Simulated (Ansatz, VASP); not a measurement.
**Ge in VASP and in Ansatz**

```
Ge
1.0
     1.88437    1.08794    1.57290
    -1.88437    1.08794    1.57290
     0.00000   -2.17588    1.57290
Ge
1
Direct
  0.50000 0.50000 0.50000
```

Alike in both runs: task relaxation of cell and atoms; functional r2SCAN; k mesh 21 × 21 × 21; occupations gaussian, width 0.1 eV; no spin polarisation.

```csv
,VASP,Ansatz
version,VASP 6.6.1,Ansatz 0.2.0
potentials or method,"VASP PAW PBE potentials, release 64 (Ge_d), cutoff 600 eV","scalar-relativistic, plane waves, PAW"
valence electrons in the cell,14,14
```

|  | VASP | Ansatz | Ansatz less VASP |
| --- | --- | --- | --- |
| gap on the k mesh at the Fermi level, each at its own relaxed structure (eV) | none | none | - |
| relaxed volume (Å³/atom) | 19.21 | 19.25 | +0.039 |
| relaxed length of the cell vector where the two differ most in proportion (Å) | 2.678 | 2.680 | +0.0018 |

VASP's potentials were made for PBE, not for r2SCAN. A gap of «none» marks a metal or a gap that the smearing closes.
